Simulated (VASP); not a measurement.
# AlH3 (R-3c) in VASP: single point with r2SCAN

Aim: the single point of AlH3 with r2SCAN.

All numbers are computed with VASP 6.6.1; they aren't measurements. Logs are shortened: lines on timing, memory, paths and dates and some standing lists are left out, and cuts for length are marked.

### 1 The cell of the first run

Symmetry: R-3c, No. 167, trigonal system. Conventional cell: a = 4.488 Å, b = 4.488 Å, c = 11.844 Å, α = 90.00°, β = 90.00°, γ = 120.00°. Within 2.3 Å of Al (site symmetry -3) lie 6 H at 1.72 Å. Within 2.3 Å of H (site symmetry 2) lie 2 Al at 1.72 Å.

### 2 Single point, r2SCAN

File POSCAR:

```
AlH3
1.0
    2.2439220657      1.2955290104      3.9481622614
   -2.2439220657      1.2955290104      3.9481622614
    0.0000000000     -2.5910580157      3.9481622631
Al H
2 6
Direct
    0.0000000000      0.0000000000      0.0000000000
    0.5000000000      0.5000000000      0.5000000000
    0.8757177281      0.6242822719      0.2500000000
    0.2500000000      0.8757177281      0.6242822719
    0.6242822719      0.2500000000      0.8757177281
    0.1242822719      0.3757177281      0.7500000000
    0.7500000000      0.1242822719      0.3757177281
    0.3757177281      0.7500000000      0.1242822719
```

File INCAR.step1:

```
ALGO = Normal
EDIFF = 1E-4
ENCUT = 520
GGA = PE
ISMEAR = 0
LASPH = True
LCHARG = False
LREAL = False
LWAVE = True
NBANDS = 16
NELM = 100
PREC = Accurate
SIGMA = 0.02
```

File INCAR.step2:

```
ALGO = Normal
EDIFF = 1E-7
ENCUT = 520
ISIF = 2
ISMEAR = 0
ISTART = 1
LASPH = True
LCHARG = False
LMIXTAU = True
LREAL = False
LWAVE = False
METAGGA = R2SCAN
NBANDS = 16
NELM = 100
PREC = Accurate
SIGMA = 0.02
```

File KPOINTS:

```
k-points
0
Gamma
  6 6 6
```

Potentials or basis: VASP PAW PBE potentials, release 64 (Al, H).

Started as:

```sh
> cat potpaw_PBE.64/Al/POTCAR potpaw_PBE.64/H/POTCAR > POTCAR
> cp INCAR.step1 INCAR
> mpirun -np 1 vasp_std > vasp.out
> cp INCAR.step2 INCAR
> mpirun -np 1 vasp_std > vasp.out
```

OUTCAR:

```text
EDIFF = 1E-7
   ENCUT = 520
   ISIF = 2
   ISMEAR = 0
   ISTART = 1
   LASPH = True
   LREAL = False
   METAGGA = R2SCAN
   NELM = 100
   PREC = Accurate

 ion  position               nearest neighbor table
   1  0.000  0.000  0.000-   5 1.72   8 1.72   6 1.72   3 1.72   7 1.72   4 1.72   2 3.26   2 3.26
                             2 3.26   2 3.26   2 3.26   2 3.26
   2  0.500  0.500  0.500-   4 1.72   7 1.72   6 1.72   3 1.72   5 1.72   8 1.72   1 3.26   1 3.26
                             1 3.26   1 3.26   1 3.26   1 3.26
   3  0.876  0.624  0.250-   1 1.72   2 1.72
   4  0.250  0.876  0.624-   2 1.72   1 1.72
   5  0.624  0.250  0.876-   1 1.72   2 1.72
   6  0.124  0.376  0.750-   1 1.72   2 1.72
   7  0.750  0.124  0.376-   2 1.72   1 1.72
   8  0.376  0.750  0.124-   1 1.72   2 1.72

  LATTYP: Found a trigonal (rhomboedric) cell.
 ALAT       =     4.7224534827
 COS(alpha) =     0.5484455186

  Lattice vectors:

 A1 = (   2.2439220657,   1.2955290104,   3.9481622614)
 A2 = (  -2.2439220657,   1.2955290104,   3.9481622614)
 A3 = (   0.0000000000,  -2.5910580157,   3.9481622631)

Analysis of symmetry for initial positions (statically):
=====================================================================
 Subroutine PRICEL returns:
 Original cell was already a primitive cell.

 Routine SETGRP: Setting up the symmetry group for a
 trigonal (rhombohedral) supercell.

 Subroutine GETGRP returns: Found 12 space group operations
 (whereof  6 operations were pure point group operations)
 out of a pool of 12 trial point group operations.

The static configuration has the point symmetry S_6 .
 The point group associated with its full space group is D_3d.

Analysis of symmetry for dynamics (positions and initial velocities):
=====================================================================
 Subroutine PRICEL returns:
 Original cell was already a primitive cell.

 Routine SETGRP: Setting up the symmetry group for a
 trigonal (rhombohedral) supercell.

 Subroutine GETGRP returns: Found 12 space group operations
 (whereof  6 operations were pure point group operations)
 out of a pool of 12 trial point group operations.

The dynamic configuration has the point symmetry S_6 .
 The point group associated with its full space group is D_3d.

 Subroutine INISYM returns: Found 12 space group operations
 (whereof  6 operations are pure point group operations),
 and found     1 'primitive' translations

----------------------------------------------------------------------------------------

                                     Primitive cell

  volume of cell :      68.8654

  direct lattice vectors                    reciprocal lattice vectors
     2.243922066  1.295529010  3.948162261     0.222824138  0.128647576  0.084427465
    -2.243922066  1.295529010  3.948162261    -0.222824138  0.128647576  0.084427465
     0.000000000 -2.591058016  3.948162263     0.000000000 -0.257295152  0.084427466

  length of vectors
     4.722453483  4.722453483  4.722453483     0.270792895  0.270792895  0.270792895

  position of ions in fractional coordinates (direct lattice)
     0.000000000  0.000000000  0.000000000
     0.500000000  0.500000000  0.500000000
     0.875717728  0.624282272  0.250000000
     0.250000000  0.875717728  0.624282272
     0.624282272  0.250000000  0.875717728
     0.124282272  0.375717728  0.750000000
     0.750000000  0.124282272  0.375717728
     0.375717728  0.750000000  0.124282272

  ion indices of the primitive-cell ions
   primitive index   ion index
                 1           1
                 2           2
                 3           3
                 4           4
                 5           5
                 6           6
                 7           7
                 8           8

----------------------------------------------------------------------------------------

 KPOINTS: k-points

Automatic generation of k-mesh.
 Grid dimensions read from file:
 generate k-points for:    6    6    6

 Generating k-lattice:

  Cartesian coordinates                     Fractional coordinates (reciprocal lattice)
     0.037137356  0.021441263  0.014071244     0.166666667 -0.000000000 -0.000000000
    -0.037137356  0.021441263  0.014071244    -0.000000000  0.166666667 -0.000000000
     0.000000000 -0.042882525  0.014071244    -0.000000000 -0.000000000  0.166666667

  Length of vectors
     0.045132149  0.045132149  0.045132149

  Shift w.r.t. Gamma in fractional coordinates (k-lattice)
     0.000000000  0.000000000  0.000000000

 Subroutine IBZKPT returns following result:
 ===========================================

 Found     32 irreducible k-points:

 Following reciprocal coordinates:
            Coordinates               Weight
  0.000000  0.000000  0.000000      1.000000
  0.166667  0.000000  0.000000      6.000000
  0.333333 -0.000000  0.000000      6.000000
  0.500000 -0.000000  0.000000      3.000000
  0.166667  0.166667  0.000000      6.000000
  0.333333  0.166667  0.000000     12.000000
[... 16 lines left out ...]
  0.500000  0.500000  0.166667      6.000000
 -0.333333  0.500000  0.166667     12.000000
 [... further k-points ...]
   k-points           NKPTS =     32   k-points in BZ     NKDIM =     32   number of bands    NBANDS=     16
   number of dos      NEDOS =    301   number of ions     NIONS =      8
   total plane-waves  NPLWV =  46656
   dimension x,y,z NGX =    36 NGY =   36 NGZ =   36
   dimension x,y,z NGXF=    72 NGYF=   72 NGZF=   72
   ions per type =               2   6
   NGX,Y,Z   is equivalent  to a cutoff of  12.67, 12.67, 12.67 a.u.
   NGXF,Y,Z  is equivalent  to a cutoff of  25.35, 25.35, 25.35 a.u.
 SYSTEM =  unknown system
   PREC   = accura    normal or accurate (medium, high low for compatibility)
   ISTART =      1    job   : 0-new  1-cont  2-samecut
   ICHARG =      0    charge: 1-file 2-atom 10-const
   ISPIN  =      1    spin polarized calculation?
   LNONCOLLINEAR =      F non collinear calculations
   LSORBIT =      F    spin-orbit coupling
   LASPH  =      T    aspherical Exc in radial PAW
   ENCUT  =  520.0 eV  38.22 Ry    6.18 a.u.   8.78  8.78  8.78*2*pi/ulx,y,z
   NELM   =    100;   NELMIN=  2; NELMDL=  0     # of ELM steps
   EDIFF  = 0.1E-06   stopping-criterion for ELM
   LREAL  =      F    real-space projection
   EDIFFG = 0.1E-05   stopping-criterion for IOM
   NSW    =      0    number of steps for IOM
   IBRION =     -1    ionic relax: 0-MD 1-quasi-New 2-CG
   NFREE  =      0    steps in history (QN), initial steepest desc. (CG)
   ISIF   =      2    stress and relaxation
   ISYM   =      2    0-nonsym 1-usesym 2-fastsym
   POTIM  = 0.5000    time-step for ionic-motion
   TEBEG  =    0.0;   TEEND  =   0.0 temperature during run
   PSTRESS=    0.0 pullay stress
   NELECT =      12.0000    total number of electrons
   NUPDOWN=      -1.0000    fix difference up-down
   EMIN   =  10.00;   EMAX   =-10.00  energy-range for DOS
   EFERMI =   0.00;   METHOD = LEGACY
   ISMEAR =     0;   SIGMA  =   0.02  broadening in eV -4-tet -1-fermi 0-gaus
   EFERMI_NEDOS =   21; number of points for ismear=-14 and -15
   IALGO  =     38    algorithm
   IMIX   =      4    mixing-type and parameters
     AMIX     =   0.40;   BMIX     =  1.00
     AMIX_MAG =   1.60;   BMIX_MAG =  1.00
  volume/ion in A,a.u.               =       8.61        58.09
  Fermi-wavevector in a.u.,A,eV,Ry     =   0.914397  1.727960 11.376132  0.836122
  Thomas-Fermi vector in A             =   2.039019
   LORBIT       =      0    0 simple, 1 ext, 2 COOP (PROOUT), +10 PAW based schemes
   METAGGA = R2SCAN    functional components
   LHFCALC =     F    Hartree Fock is set to
   AEXX    =    0.0000 exact exchange contribution
   IVDW    =     0    specifies the selected vdW correction
   LEPSILON=     F    determine dielectric tensor
   LRPA    =     F    only Hartree local field effects (RPA)
 non-spin polarized calculation
 Gauss-broadening in eV      SIGMA  =   0.02
  energy-cutoff  :      520.00
  volume of cell :       68.87
 maximum number of plane-waves:      1887
   NGX = 17   NGY = 17   NGZ = 17

 number of electron      12.0000002 magnetization

 Free energy of the ion-electron system (eV)
  ---------------------------------------------------
  ext. energy  EPLUGINS =         0.00000000
  ---------------------------------------------------
  free energy    TOTEN  =       -34.76360436 eV

  energy without entropy =      -34.76360436  energy(sigma->0) =      -34.76360436

 E-fermi :   0.5631     XC(G=0):  -9.0255

 val. band max:        0.4605202989   @ k =   0.3333   0.3333   0.0000
 cond. band min:       3.2656764454   @ k =   0.0000   0.0000   0.0000
 fundamental gap:      2.8051561465
 Fermi energy:         0.5630778253

 k-point     1 :       0.0000    0.0000    0.0000
  band No.  band energies     occupation
      1      -8.2889      2.00000
      2      -1.9481      2.00000
      3      -1.3809      2.00000
      4      -1.3809      2.00000
      5       0.3586      2.00000
      6       0.3586      2.00000
[... 8 lines left out ...]
     15      12.5485      0.00000
     16      18.9549      0.00000

 k-point     2 :       0.1667    0.0000    0.0000
  band No.  band energies     occupation
      1      -8.0138      2.00000
      2      -2.4305      2.00000
      3      -1.7840      2.00000
      4      -1.4211      2.00000
      5       0.0320      2.00000
      6       0.1763      2.00000
[... 8 lines left out ...]
     15      13.5241      0.00000
     16      16.1853      0.00000
[... 387 lines left out ...]
      5      -1.5671      2.00000
      6       0.4483      2.00000
[... 8 lines left out ...]
     15      13.8787      0.00000
     16      14.0135      0.00000

 k-point    24 :      -0.3333    0.5000    0.1667
  band No.  band energies     occupation
      1      -5.5497      2.00000
      2      -4.5277      2.00000
      3      -3.7529      2.00000
      4      -3.0968      2.00000
      5      -1.0218      2.00000
      6       0.2893      2.00000
[... 8 lines left out ...]
     15      14.2341      0.00000
     16      14.5733      0.00000

 [... further k-points ...]

------------------------ aborting loop because EDIFF is reached ----------------------------------------

  FORCE on cell =-STRESS in cart. coord.  units (eV):
  Direction    XX          YY          ZZ          XY          YZ          ZX
  --------------------------------------------------------------------------------------
  -------------------------------------------------------------------------------------
  Total       -1.0973829     -1.0973829     -0.9903729     -0.0000000      0.0000000      0.0000000
  in kB      -25.5309878    -25.5309878    -23.0413645     -0.0000000      0.0000000      0.0000000
  external PRESSURE =     -24.7011134 kB  Pullay stress =       0.0000000 kB

 VOLUME and BASIS-vectors are now :
 -----------------------------------------------------------------------------
  energy-cutoff  :      520.00
  volume of cell :       68.87
      direct lattice vectors                 reciprocal lattice vectors
     2.243922066  1.295529010  3.948162261     0.222824138  0.128647576  0.084427465
    -2.243922066  1.295529010  3.948162261    -0.222824138  0.128647576  0.084427465
     0.000000000 -2.591058016  3.948162263     0.000000000 -0.257295152  0.084427466

 POSITION                                       TOTAL-FORCE (eV/Angst)
 -----------------------------------------------------------------------------------
      0.00000      0.00000      0.00000         0.000000      0.000000      0.000000
      0.00000      0.00000      5.92224         0.000000      0.000000      0.000000
      0.56420      1.29553      6.90928        -0.069555      0.000000      0.000000
     -1.40406     -0.15915      6.90928         0.034777     -0.060236      0.000000
      0.83986     -1.13638      6.90928         0.034777      0.060236     -0.000000
     -0.56420     -1.29553      4.93520         0.069555      0.000000     -0.000000
      1.40406      0.15915      4.93520        -0.034777      0.060236     -0.000000
     -0.83986      1.13638      4.93520        -0.034777     -0.060236      0.000000
 -----------------------------------------------------------------------------------
    total drift:                                0.000000      0.000000     -0.000000

  FREE ENERGIE OF THE ION-ELECTRON SYSTEM (eV)
  ---------------------------------------------------
  free  energy   TOTEN  =       -34.7636043612 eV

  energy  without entropy=      -34.7636043612  energy(sigma->0) =      -34.76360436
```

It took 2.6 min on 1 thread of AMD EPYC 7R13 (Zen 3), shared host; peak memory 0.19 GiB.

Results:

| Item | Value |
| --- | --- |
| Free energy | -34.7636 eV |
| Pressure | -2.5 GPa |
| Largest force | 0.070 eV/Å |
| Band gap on the k mesh | 2.81 eV (least direct gap 2.91 eV) |

Forces in eV/Å, atoms in the order of the input:
```
Al   0.000  0.000  0.000
Al   0.000  0.000  0.000
H   -0.070  0.000  0.000
H    0.035 -0.060  0.000
H    0.035  0.060  0.000
H    0.070  0.000  0.000
H   -0.035  0.060  0.000
H   -0.035 -0.060  0.000
```

Caveat: the PAW data sets were made with another functional, which shifts forces and pressure a little. r2SCAN opens gaps a little over a GGA but as a rule still falls short of measured ones.
